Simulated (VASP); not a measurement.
# AlNi (Pm-3m) in VASP: a series of runs

The runs below take AlNi through single point, with PBEsol, PBEsol+D4.

Program: VASP 6.6.1. These are calculated values, not measurements. Logs are shortened: lines on timing, memory, paths and dates and some standing lists are left out, and cuts for length are marked.

## Step 1: The cell of the first run

It takes space group Pm-3m (No. 221, cubic). The conventional cell has a = 2.863 Å, b = 2.863 Å, c = 2.863 Å, α = 90.00°, β = 90.00°, γ = 90.00°. Al (site symmetry m-3m) has 8 Ni at 2.48 Å and 6 Al at 2.86 Å within 3.3 Å. Ni (site symmetry m-3m) has 8 Al at 2.48 Å and 6 Ni at 2.86 Å within 3.3 Å.

## Step 2: Single point, PBEsol

Input file INCAR:

```
SYSTEM = AlNi
ALGO = Normal ; EDIFF = 1E-6
ENCUT = 520 ; GGA = PS
ISIF = 2 ; ISMEAR = -1
LASPH = .True. ; LCHARG = .False.
LREAL = .False. ; LWAVE = .False.
NBANDS = 14 ; NELM = 80
PREC = Accurate ; SIGMA = 0.1
```

Input file KPOINTS:

```
k-points
0
Gamma
  12 12 12
  0 0 0
```

Input file POSCAR:

```
AlNi
1.0
    2.8625886336      0.0000000000      0.0000000000
    0.0000000000      2.8625886336      0.0000000000
    0.0000000000      0.0000000000      2.8625886336
Al Ni
1 1
Direct
    0.0000000000      0.0000000000      0.0000000000
    0.5000000000      0.5000000000      0.5000000000
```

Potentials or basis: VASP PAW PBE potentials, release 64 (Al, Ni).

Command:

```
$ cat potpaw_PBE.64/Al/POTCAR potpaw_PBE.64/Ni/POTCAR > POTCAR
$ mpirun -np 1 vasp_std > vasp.out
```

OUTCAR:

```text
SYSTEM = AlNi
   EDIFF = 1E-6
   ENCUT = 520
   GGA = PS
   ISIF = 2
   ISMEAR = -1
   LASPH = .True.
   LREAL = .False.
   NELM = 80
   PREC = Accurate

 ion  position               nearest neighbor table
   1  0.000  0.000  0.000-   2 2.48   2 2.48   2 2.48   2 2.48   2 2.48   2 2.48   2 2.48   2 2.48

   2  0.500  0.500  0.500-   1 2.48   1 2.48   1 2.48   1 2.48   1 2.48   1 2.48   1 2.48   1 2.48

  LATTYP: Found a simple cubic cell.
 ALAT       =     2.8625886336

  Lattice vectors:

 A1 = (   2.8625886336,   0.0000000000,   0.0000000000)
 A2 = (   0.0000000000,   2.8625886336,   0.0000000000)
 A3 = (   0.0000000000,   0.0000000000,   2.8625886336)

Analysis of symmetry for initial positions (statically):
=====================================================================
 Subroutine PRICEL returns:
 Original cell was already a primitive cell.

 Routine SETGRP: Setting up the symmetry group for a
 simple cubic supercell.

 Subroutine GETGRP returns: Found 48 space group operations
 (whereof 48 operations were pure point group operations)
 out of a pool of 48 trial point group operations.

The static configuration has the point symmetry O_h .

Analysis of symmetry for dynamics (positions and initial velocities):
=====================================================================
 Subroutine PRICEL returns:
 Original cell was already a primitive cell.

 Routine SETGRP: Setting up the symmetry group for a
 simple cubic supercell.

 Subroutine GETGRP returns: Found 48 space group operations
 (whereof 48 operations were pure point group operations)
 out of a pool of 48 trial point group operations.

The dynamic configuration has the point symmetry O_h .

 Subroutine INISYM returns: Found 48 space group operations
 (whereof 48 operations are pure point group operations),
 and found     1 'primitive' translations

----------------------------------------------------------------------------------------

                                     Primitive cell

  volume of cell :      23.4572

  direct lattice vectors                    reciprocal lattice vectors
     2.862588634  0.000000000  0.000000000     0.349334161  0.000000000  0.000000000
     0.000000000  2.862588634  0.000000000     0.000000000  0.349334161  0.000000000
     0.000000000  0.000000000  2.862588634     0.000000000  0.000000000  0.349334161

  length of vectors
     2.862588634  2.862588634  2.862588634     0.349334161  0.349334161  0.349334161

[... 85 lines left out ...]
   NFREE  =      0    steps in history (QN), initial steepest desc. (CG)
   ISIF   =      2    stress and relaxation
   ISYM   =      2    0-nonsym 1-usesym 2-fastsym
   POTIM  = 0.5000    time-step for ionic-motion
   TEBEG  =    0.0;   TEEND  =   0.0 temperature during run
   PSTRESS=    0.0 pullay stress
   NELECT =      13.0000    total number of electrons
   NUPDOWN=      -1.0000    fix difference up-down
   EMIN   =  10.00;   EMAX   =-10.00  energy-range for DOS
   EFERMI =   0.00;   METHOD = LEGACY
   ISMEAR =    -1;   SIGMA  =   0.10  broadening in eV -4-tet -1-fermi 0-gaus
   EFERMI_NEDOS =   21; number of points for ismear=-14 and -15
   IALGO  =     38    algorithm
   IMIX   =      4    mixing-type and parameters
     AMIX     =   0.40;   BMIX     =  1.00
     AMIX_MAG =   1.60;   BMIX_MAG =  1.00
  volume/ion in A,a.u.               =      11.73        79.15
  Fermi-wavevector in a.u.,A,eV,Ry     =   1.344715  2.541143 24.602860  1.808259
  Thomas-Fermi vector in A             =   2.472687
   LORBIT       =      0    0 simple, 1 ext, 2 COOP (PROOUT), +10 PAW based schemes
   GGA     = PS    functional components
   LHFCALC =     F    Hartree Fock is set to
   AEXX    =    0.0000 exact exchange contribution
   IVDW    =     0    specifies the selected vdW correction
   LEPSILON=     F    determine dielectric tensor
   LRPA    =     F    only Hartree local field effects (RPA)
 non-spin polarized calculation
  energy-cutoff  :      520.00
  volume of cell :       23.46
 maximum number of plane-waves:       648
 NGX is ok and might be reduce to    24
   NGX = 11   NGY = 11   NGZ = 11

 number of electron      13.0000011 magnetization

 Free energy of the ion-electron system (eV)
  ---------------------------------------------------
  ext. energy  EPLUGINS =         0.00000000
  ---------------------------------------------------
  free energy    TOTEN  =       -11.59838229 eV

  energy without entropy =      -11.57015361  energy(sigma->0) =      -11.58426795

 E-fermi :  10.1783     XC(G=0): -12.2599

 val. band max:       10.1755551857   @ k =   0.5000   0.4167   0.3333
 cond. band min:      10.1989642739   @ k =   0.3333   0.1667   0.0000
 fundamental gap:      0.0234090882
 Fermi energy:        10.1783229971

 k-point     1 :       0.0000    0.0000    0.0000
  band No.  band energies     occupation
      1      -1.1196      2.00000
      2       6.8182      2.00000
      3       6.8182      2.00000
      4       8.5656      2.00000
      5       8.5656      2.00000
      6       8.5656      2.00000
      7      15.7313      0.00000
      8      15.7313      0.00000
      9      15.7313      0.00000
     10      18.3602      0.00000
     11      18.3602      0.00000
     12      24.2280      0.00000
     13      31.2773      0.00000
     14      31.2773      0.00000
[... 377 lines left out ...]
      1       3.6064      2.00000
      2       5.7187      2.00000
      3       7.2200      2.00000
      4       7.6796      2.00000
      5       8.0091      2.00000
      6       8.1545      2.00000
      7       9.5920      1.99433
      8      12.6935      0.00000
      9      14.7960      0.00000
     10      21.3170      0.00000
     11      23.0776      0.00000
     12      24.0091      0.00000
     13      26.0682      0.00000
     14      26.4499      0.00000

 [... further k-points ...]
[... 5 lines left out ...]
  --------------------------------------------------------------------------------------
  -------------------------------------------------------------------------------------
  Total        0.0212705      0.0212705      0.0212705     -0.0000000     -0.0000000      0.0000000
  in kB        1.4528165      1.4528165      1.4528165     -0.0000000     -0.0000000      0.0000000
  external PRESSURE =       1.4528165 kB  Pullay stress =       0.0000000 kB

 VOLUME and BASIS-vectors are now :
 -----------------------------------------------------------------------------
  energy-cutoff  :      520.00
  volume of cell :       23.46
      direct lattice vectors                 reciprocal lattice vectors
     2.862588634  0.000000000  0.000000000     0.349334161  0.000000000  0.000000000
     0.000000000  2.862588634  0.000000000     0.000000000  0.349334161  0.000000000
     0.000000000  0.000000000  2.862588634     0.000000000  0.000000000  0.349334161

 POSITION                                       TOTAL-FORCE (eV/Angst)
 -----------------------------------------------------------------------------------
      0.00000      0.00000      0.00000         0.000000      0.000000      0.000000
      1.43129      1.43129      1.43129         0.000000      0.000000      0.000000
 -----------------------------------------------------------------------------------
    total drift:                                0.000000      0.000000     -0.000000

  FREE ENERGIE OF THE ION-ELECTRON SYSTEM (eV)
  ---------------------------------------------------
  free  energy   TOTEN  =       -11.5983822894 eV

  energy  without entropy=      -11.5701536095  energy(sigma->0) =      -11.58426795
```

Wall time 8.1 s (1 thread of Intel Xeon 6975P-C (Granite Rapids), shared host); peak memory 0.15 GiB.

Results:

```
Free energy : -11.5984 eV
Pressure    : 0.1 GPa
```

Levels at points of the mesh, in eV from the Fermi level:
```csv
k point,band 4,band 5,band 6,band 7,band 8,band 9,band 10,band 11
"(0.00, 0.00, 0.00)",-1.61,-1.61,-1.61,5.55,5.55,5.55,8.18,8.18
"(0.50, 0.00, 0.00)",-2.34,-2.34,-1.52,-0.69,8.30,10.06,10.06,11.07
"(0.50, 0.50, 0.00)",-2.96,-2.16,-2.16,-1.07,1.47,2.56,12.48,15.26
"(0.50, 0.50, 0.50)",-1.04,-1.04,1.94,1.94,1.94,3.87,4.53,4.53
```

Caveat: the PAW data sets were made with another functional, which shifts forces and pressure a little.

## Step 3: Single point, PBEsol

Input file INCAR:

```
  PREC = Accurate
  ENCUT = 520
  EDIFF = 1E-6
  ISMEAR = -1
  SIGMA = 0.1
  LREAL = F
  LASPH = T
  NELM = 100
  ALGO = Normal
  ISIF = 2
  LWAVE = F
  LCHARG = F
  GGA = PS
  NBANDS = 14
```

Input file KPOINTS:

```
Automatic mesh
0
Gamma
  12 12 12
```

POSCAR is that of step 2.

Potentials or basis: VASP PAW PBE potentials, release 64 (Al, Ni).

Command:

```
$ cat potpaw_PBE.64/Al/POTCAR potpaw_PBE.64/Ni/POTCAR > POTCAR
$ mpirun -np 1 vasp_std > vasp.out
```

Run time: 7.8 s. Hardware: 1 thread of Intel Xeon 6975P-C (Granite Rapids), shared host; peak memory 0.15 GiB.

The run converged. Its results:

```
Free energy : -11.5984 eV
Pressure    : 0.1 GPa
```

Levels at points of the mesh, in eV from the Fermi level:
| k point | band 4 | band 5 | band 6 | band 7 | band 8 | band 9 | band 10 | band 11 |
| --- | --- | --- | --- | --- | --- | --- | --- | --- |
| (0.00, 0.00, 0.00) | -1.61 | -1.61 | -1.61 | 5.55 | 5.55 | 5.55 | 8.18 | 8.18 |
| (0.50, 0.00, 0.00) | -2.34 | -2.34 | -1.52 | -0.69 | 8.30 | 10.06 | 10.06 | 11.07 |
| (0.50, 0.50, 0.00) | -2.96 | -2.16 | -2.16 | -1.07 | 1.47 | 2.56 | 12.48 | 15.26 |
| (0.50, 0.50, 0.50) | -1.04 | -1.04 | 1.94 | 1.94 | 1.94 | 3.87 | 4.53 | 4.53 |

Caveat: the PAW data sets were made with another functional, which shifts forces and pressure a little. Spin polarisation is off, so any magnetic state and its effect on volume and gap are missing.

## Step 4: Single point, PBEsol+D4

Input file INCAR:

```
SYSTEM = AlNi
PREC = Accurate ; ENCUT = 520
EDIFF = 1E-6 ; ISMEAR = -1
SIGMA = 0.1 ; LREAL = .FALSE.
LASPH = .TRUE. ; NELM = 80
ALGO = Normal ; ISIF = 2
LWAVE = .FALSE. ; LCHARG = .TRUE.
GGA = PS ; IVDW = 13
LELF = .TRUE. ; LVHAR = .TRUE.
NBANDS = 14
```

Input file KPOINTS:

```
Automatic mesh
0
G
  12 12 12
  0 0 0
```

POSCAR is that of step 3.

Potentials or basis: VASP PAW PBE potentials, release 64 (Al, Ni).

Command:

```
$ cat potpaw_PBE.64/Al/POTCAR potpaw_PBE.64/Ni/POTCAR > POTCAR
$ mpirun -np 1 vasp_std > vasp.out
```

OUTCAR:

```text
SYSTEM = AlNi
   PREC = Accurate
   ENCUT = 520
   EDIFF = 1E-6
   ISMEAR = -1
   LREAL = .FALSE.
   LASPH = .TRUE.
   NELM = 80
   ISIF = 2
   GGA = PS
   IVDW = 13

 ion  position               nearest neighbor table
   1  0.000  0.000  0.000-   2 2.48   2 2.48   2 2.48   2 2.48   2 2.48   2 2.48   2 2.48   2 2.48

   2  0.500  0.500  0.500-   1 2.48   1 2.48   1 2.48   1 2.48   1 2.48   1 2.48   1 2.48   1 2.48

  LATTYP: Found a simple cubic cell.
 ALAT       =     2.8625886336

  Lattice vectors:

 A1 = (   2.8625886336,   0.0000000000,   0.0000000000)
 A2 = (   0.0000000000,   2.8625886336,   0.0000000000)
[... 595 lines left out ...]
  DFT-D4 for vdW energy calculation

  Edisp (eV):   -0.51856

  FORCE on cell =-STRESS in cart. coord.  units (eV):
  Direction    XX          YY          ZZ          XY          YZ          ZX
  --------------------------------------------------------------------------------------
  -------------------------------------------------------------------------------------
  Total      -0.44598    -0.44598    -0.44598    -0.00000    -0.00000     0.00000
  in kB     -30.46128   -30.46128   -30.46128    -0.00000    -0.00000     0.00000
  external pressure =      -30.46 kB  Pullay stress =        0.00 kB

 VOLUME and BASIS-vectors are now :
 -----------------------------------------------------------------------------
  energy-cutoff  :      520.00
  volume of cell :       23.46
      direct lattice vectors                 reciprocal lattice vectors
     2.862588634  0.000000000  0.000000000     0.349334161  0.000000000  0.000000000
     0.000000000  2.862588634  0.000000000     0.000000000  0.349334161  0.000000000
     0.000000000  0.000000000  2.862588634     0.000000000  0.000000000  0.349334161

 POSITION                                       TOTAL-FORCE (eV/Angst)
 -----------------------------------------------------------------------------------
      0.00000      0.00000      0.00000         0.000000      0.000000      0.000000
      1.43129      1.43129      1.43129         0.000000      0.000000      0.000000
 -----------------------------------------------------------------------------------
    total drift:                                0.000000      0.000000     -0.000000

  FREE ENERGIE OF THE ION-ELECTRON SYSTEM (eV)
  ---------------------------------------------------
  free  energy   TOTEN  =       -12.1169388891 eV

  energy  without entropy=      -12.0887102092  energy(sigma->0) =      -12.10282455
```

OSZICAR:

```text
N       E                     dE             d eps       ncg     rms          rms(c)
DAV:   1     0.413820608986E+02    0.41382E+02   -0.53948E+03  2382   0.978E+02
DAV:   2    -0.113599355829E+02   -0.52742E+02   -0.47303E+02  2550   0.182E+02
DAV:   3    -0.132322736699E+02   -0.18723E+01   -0.18535E+01  2946   0.377E+01
DAV:   4    -0.132565059119E+02   -0.24232E-01   -0.24224E-01  2828   0.395E+00
DAV:   5    -0.132572272537E+02   -0.72134E-03   -0.72133E-03  3006   0.736E-01    0.129E+01
DAV:   6    -0.153223000639E+02   -0.20651E+01   -0.50782E+01  2712   0.101E+02    0.164E+01
DAV:   7    -0.116317126925E+02    0.36906E+01   -0.14776E+01  2760   0.594E+01    0.112E+00
DAV:   8    -0.116134125582E+02    0.18300E-01   -0.31448E-01  2978   0.604E+00    0.997E-01
DAV:   9    -0.115987877177E+02    0.14625E-01   -0.42050E-02  3066   0.260E+00    0.210E-01
DAV:  10    -0.115983817986E+02    0.40592E-03   -0.16513E-03  3090   0.546E-01    0.781E-02
DAV:  11    -0.115983831435E+02   -0.13449E-05   -0.49148E-05  2838   0.548E-02    0.137E-02
DAV:  12    -0.115983822894E+02    0.85403E-06   -0.49923E-06  2894   0.322E-02
   1 F= -.12116939E+02 E0= -.12102825E+02  d E =-.282287E-01
```

stdout:

```text
POSCAR found type information on POSCAR AlNi
 POSCAR found :  2 types and       2 ions
 scaLAPACK will be used
 -----------------------------------------------------------------------------
|                                                                             |
|                                                                             |
|     You enforced a specific xc type in the INCAR file but a different       |
|     I HOPE YOU KNOW WHAT YOU ARE DOING!                                     |
|                                                                             |
 -----------------------------------------------------------------------------

 LDA part: xc-table for (Slater+PW92), standard interpolation
 POSCAR, INCAR and KPOINTS ok, starting setup
 FFT: planning ... GRIDC
 FFT: planning ... GRID_SOFT
 FFT: planning ... GRID
 WAVECAR not read
 entering main loop
```

Run time: 9 s. Hardware: 1 thread of Intel Xeon 6975P-C (Granite Rapids), shared host; peak memory 0.15 GiB.

Results:

```yaml
Free_energy: -12.1169 eV
Pressure: -3.0 GPa
Dispersion_energy_per_atom: -0.259 eV
```

Levels at points of the mesh, in eV from the Fermi level:
```csv
k point,band 3,band 4,band 5,band 6,band 7,band 8,band 9,band 10,band 11,band 12
"(0.00, 0.00, 0.00)",-3.36,-1.61,-1.61,-1.61,5.55,5.55,5.55,8.18,8.18,14.05
"(0.50, 0.00, 0.00)",-2.87,-2.34,-2.34,-1.52,-0.69,8.30,10.06,10.06,11.07,11.07
"(0.50, 0.50, 0.00)",-2.96,-2.96,-2.16,-2.16,-1.07,1.47,2.56,12.48,15.26,15.26
"(0.50, 0.50, 0.50)",-4.22,-1.04,-1.04,1.94,1.94,1.94,3.87,4.53,4.53,4.53
```

Caveat: the PAW data sets were made with another functional, which shifts forces and pressure a little; pairwise dispersion overbinds metals, which lowers pressure and volume. Spin polarisation is off, so any magnetic state and its effect on volume and gap are missing.
